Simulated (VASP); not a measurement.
# Sr3Cl4 (P1) in VASP: single point with PBE

Aim: the single point of Sr3Cl4 with PBE.

Program: VASP 6.6.1. These are calculated values, not measurements. Logs are shortened: lines on timing, memory, paths and dates and some standing lists are left out, and cuts for length are marked.

### Step 1. The cell of the first run

The typed cell holds 7 atoms: a = 5.950 Å, b = 5.951 Å, c = 5.953 Å, α = 90.39°, β = 89.44°, γ = 88.57°.

### Step 2. Single point, PBE

The input, INCAR:

```
ALGO = Normal
EDIFF = 1E-6
ENCUT = 520
GGA = PE
ISIF = 2
ISMEAR = 0
LASPH = T
LCHARG = T
LELF = T
LREAL = F
LVHAR = T
LWAVE = F
NBANDS = 38
NELM = 80
PREC = Accurate
SIGMA = 0.2
```

The input, KPOINTS:

```
k-points
0
Gamma
  4 4 4
```

The input, POSCAR:

```
Sr3Cl4
1.0
    5.9498052785      0.0741886083      0.0294296000
    0.0742971119      5.9506527097     -0.0204586341
    0.0292378167     -0.0201818377      5.9530961453
Sr Cl
3 4
Direct
    0.5012076989      0.0000064807     -0.0010328750
   -0.0016687833      0.4989167153     -0.0003686711
    1.0005291187      0.0003227427      0.4995514143
   -0.0006674548      0.5002516839      0.4993983878
    0.5010097528      0.0017403406      0.4995565323
    0.4987572387      0.4998713190      0.0030249096
    0.0008324289     -0.0011092824      0.9998703022
```

Potentials or basis: VASP PAW PBE potentials, release 64 (Sr_sv, Cl).

Run with:

```
$ cat potpaw_PBE.64/Sr_sv/POTCAR potpaw_PBE.64/Cl/POTCAR > POTCAR
$ mpirun -np 1 vasp_std > vasp.out
```

OUTCAR:

```text
EDIFF = 1E-6
   ENCUT = 520
   GGA = PE
   ISIF = 2
   ISMEAR = 0
   LASPH = T
   LREAL = F
   NELM = 80
   PREC = Accurate

 ion  position               nearest neighbor table
   1  0.501  0.000  0.999-   7 2.97   5 2.97   6 2.97   6 2.98   7 2.98   5 2.98   2 4.15   2 4.16
                             3 4.18   3 4.19   3 4.23   3 4.23   2 4.24   2 4.28
   2  0.998  0.499  1.000-   6 2.97   4 2.98   7 2.98   7 2.98   4 2.98   6 2.98   1 4.15   1 4.16
                             3 4.19   3 4.20   3 4.22   3 4.23   1 4.24   1 4.28
   3  0.001  0.000  0.500-   5 2.97   7 2.97   4 2.97   4 2.98   5 2.98   7 2.98   1 4.18   2 4.19
                             1 4.19   2 4.20   2 4.22   1 4.23   2 4.23   1 4.23
   4  0.999  0.500  0.499-   3 2.97   2 2.98   3 2.98   2 2.98
   5  0.501  0.002  0.500-   3 2.97   1 2.97   3 2.98   1 2.98
   6  0.499  0.500  0.003-   2 2.97   1 2.97   1 2.98   2 2.98
   7  0.001  0.999  1.000-   1 2.97   3 2.97   2 2.98   2 2.98   1 2.98   3 2.98

  LATTYP: Found a triclinic cell.
 ALAT       =     5.9511516774
 B/A-ratio  =     1.4316379422
 C/A-ratio  =     1.7080360297
 COS(alpha) =     0.0013578955
 COS(beta)  =     0.5669093549
 COS(gamma) =     0.7159141662

  Lattice vectors:

 A1 = (  -0.0742971119,  -5.9506527097,   0.0204586341)
 A2 = (  -6.0241023904,  -6.0248413180,  -0.0089709659)
 A3 = (   5.8462703499,  -5.8562822637,  -5.9032079112)

Analysis of symmetry for initial positions (statically):
=====================================================================
 Subroutine PRICEL returns:
 Original cell was already a primitive cell.

 Routine SETGRP: Setting up the symmetry group for a
 triclinic supercell.

 Subroutine GETGRP returns: Found  1 space group operations
 (whereof  1 operations were pure point group operations)
 out of a pool of  2 trial point group operations.

The static configuration has the point symmetry C_1 .

Analysis of symmetry for dynamics (positions and initial velocities):
=====================================================================
 Subroutine PRICEL returns:
 Original cell was already a primitive cell.

 Routine SETGRP: Setting up the symmetry group for a
 triclinic supercell.

 Subroutine GETGRP returns: Found  1 space group operations
 (whereof  1 operations were pure point group operations)
 out of a pool of  2 trial point group operations.

The dynamic configuration has the point symmetry C_1 .

 Subroutine INISYM returns: Found  1 space group operations
 (whereof  1 operations are pure point group operations),
[... 112 lines left out ...]
   ISIF   =      2    stress and relaxation
   ISYM   =      2    0-nonsym 1-usesym 2-fastsym
   POTIM  = 0.5000    time-step for ionic-motion
   TEBEG  =    0.0;   TEEND  =   0.0 temperature during run
   PSTRESS=    0.0 pullay stress
   NELECT =      58.0000    total number of electrons
   NUPDOWN=      -1.0000    fix difference up-down
   EMIN   =  10.00;   EMAX   =-10.00  energy-range for DOS
   EFERMI =   0.00;   METHOD = LEGACY
   ISMEAR =     0;   SIGMA  =   0.20  broadening in eV -4-tet -1-fermi 0-gaus
   EFERMI_NEDOS =   21; number of points for ismear=-14 and -15
   IALGO  =     38    algorithm
   IMIX   =      4    mixing-type and parameters
     AMIX     =   0.40;   BMIX     =  1.00
     AMIX_MAG =   1.60;   BMIX_MAG =  1.00
  volume/ion in A,a.u.               =      30.10       203.15
  Fermi-wavevector in a.u.,A,eV,Ry     =   1.064899  2.012368 15.429150  1.134011
  Thomas-Fermi vector in A             =   2.200433
   LORBIT       =      0    0 simple, 1 ext, 2 COOP (PROOUT), +10 PAW based schemes
   GGA     = PE    functional components
   LHFCALC =     F    Hartree Fock is set to
   AEXX    =    0.0000 exact exchange contribution
   IVDW    =     0    specifies the selected vdW correction
   LEPSILON=     F    determine dielectric tensor
   LRPA    =     F    only Hartree local field effects (RPA)
 non-spin polarized calculation
 Gauss-broadening in eV      SIGMA  =   0.20
  energy-cutoff  :      520.00
  volume of cell :      210.73
 maximum number of plane-waves:      5704
 NGX is ok and might be reduce to    48
   NGX = 23   NGY = 23   NGZ = 23

 number of electron      57.9999993 magnetization

 Free energy of the ion-electron system (eV)
  ---------------------------------------------------
  ext. energy  EPLUGINS =         0.00000000
  ---------------------------------------------------
  free energy    TOTEN  =       -25.42575292 eV

  energy without entropy =      -25.35756937  energy(sigma->0) =      -25.39166114

 E-fermi :   4.6946     XC(G=0):  -8.2925

 val. band max:        4.6214808500   @ k =   0.5000   0.2500   0.0000
 cond. band min:       4.8231262811   @ k =   0.2500   0.2500   0.2500
 fundamental gap:      0.2016454312
 Fermi energy:         4.6945942799

 k-point     1 :       0.0000    0.0000    0.0000
  band No.  band energies     occupation
      1     -32.5447      2.00000
      2     -32.5236      2.00000
      3     -32.5213      2.00000
      4     -14.7452      2.00000
      5     -14.7444      2.00000
      6     -14.7416      2.00000
[... 973 lines left out ...]
     37       7.1886      0.00000
     38       7.3067      0.00000

 [... further k-points ...]

------------------------ aborting loop because EDIFF is reached ----------------------------------------

  FORCE on cell =-STRESS in cart. coord.  units (eV):
  Direction    XX          YY          ZZ          XY          YZ          ZX
  --------------------------------------------------------------------------------------
  -------------------------------------------------------------------------------------
  Total        0.2205114      0.2066682      0.1622927     -0.0756297      0.0233805     -0.0314688
  in kB        1.6765432      1.5712937      1.2339080     -0.5750107      0.1777617     -0.2392566
  external PRESSURE =       1.4939150 kB  Pullay stress =       0.0000000 kB

 VOLUME and BASIS-vectors are now :
 -----------------------------------------------------------------------------
  energy-cutoff  :      520.00
  volume of cell :      210.73
      direct lattice vectors                 reciprocal lattice vectors
     5.949805279  0.074188608  0.029429600     0.168103053 -0.002101720 -0.000832740
     0.074297112  5.950652710 -0.020458634    -0.002098635  0.168076989  0.000580112
     0.029237817 -0.020181838  5.953096145    -0.000838243  0.000588010  0.167985927

 POSITION                                       TOTAL-FORCE (eV/Angst)
 -----------------------------------------------------------------------------------
      3.01130      0.01706      5.96170        -0.020061     -0.003270      0.016229
      6.00617      3.02277      5.97007         0.017374      0.009887      0.000698
      0.01778     -0.00812      2.97389         0.007102     -0.004444      0.005064
      5.99760      3.04088      2.99214         0.000237     -0.001807      0.007547
      2.99565      0.03744      2.98862        -0.010775     -0.005723     -0.005835
      3.00474      3.01150      0.02246         0.002861      0.002561     -0.014940
      0.10840      5.92393      5.93191         0.003263      0.002797     -0.008763
 -----------------------------------------------------------------------------------
    total drift:                                0.000010      0.000021      0.000047

  FREE ENERGIE OF THE ION-ELECTRON SYSTEM (eV)
  ---------------------------------------------------
  free  energy   TOTEN  =       -25.4257529192 eV

  energy  without entropy=      -25.3575693706  energy(sigma->0) =      -25.39166114
```

stdout:

```text
POSCAR found type information on POSCAR SrCl
 POSCAR found :  2 types and       7 ions
 scaLAPACK will be used
 LDA part: xc-table for (Slater+PW92), standard interpolation
 POSCAR, INCAR and KPOINTS ok, starting setup
 FFT: planning ... GRIDC
 FFT: planning ... GRID_SOFT
 FFT: planning ... GRID
 WAVECAR not read
 entering main loop
```

Wall time 2.2 min (1 thread of Intel Xeon 6975P-C (Granite Rapids), shared host); peak memory 0.45 GiB.

What came out:

```yaml
Free_energy: -25.4258 eV
Pressure: 0.1 GPa
Largest_force: 0.026 eV/Å
Band_gap_on_the_k_mesh: zero (bands 29 and 30 overlap by 2.38 eV)
```

Forces on the atoms (eV/Å):
```
Sr  -0.020 -0.003  0.016
Sr   0.017  0.010  0.001
Sr   0.007 -0.004  0.005
Cl   0.000 -0.002  0.008
Cl  -0.011 -0.006 -0.006
Cl   0.003  0.003 -0.015
Cl   0.003  0.003 -0.009
```

Stress tensor (GPa, compression positive):
```
 0.17 -0.06 -0.02
-0.06  0.16  0.02
-0.02  0.02  0.12
```

Levels at points of the mesh, in eV from the Fermi level:
```
           k point  band 27  band 28  band 29  band 30  band 31  band 32
(0.00, 0.00, 0.00)    -5.57    -5.52    -0.88    -0.87    -0.83    -0.77
(0.50, 0.00, 0.00)    -5.70    -5.68    -0.60     0.33     0.94     0.95
(0.00, 0.50, 0.00)    -5.70    -5.67    -0.60     0.33     0.94     0.96
(0.50, 0.50, 0.00)    -5.89    -5.38     0.93     1.26     1.29     1.35
(0.00, 0.00, 0.50)    -5.72    -5.65    -0.61     0.34     0.92     0.97
(0.50, 0.00, 0.50)    -5.89    -5.38     0.93     1.23     1.28     1.39
(0.00, 0.50, 0.50)    -5.89    -5.38     0.93     1.23     1.28     1.39
(0.50, 0.50, 0.50)    -5.43    -5.42     1.50     1.85     1.86     1.86
```
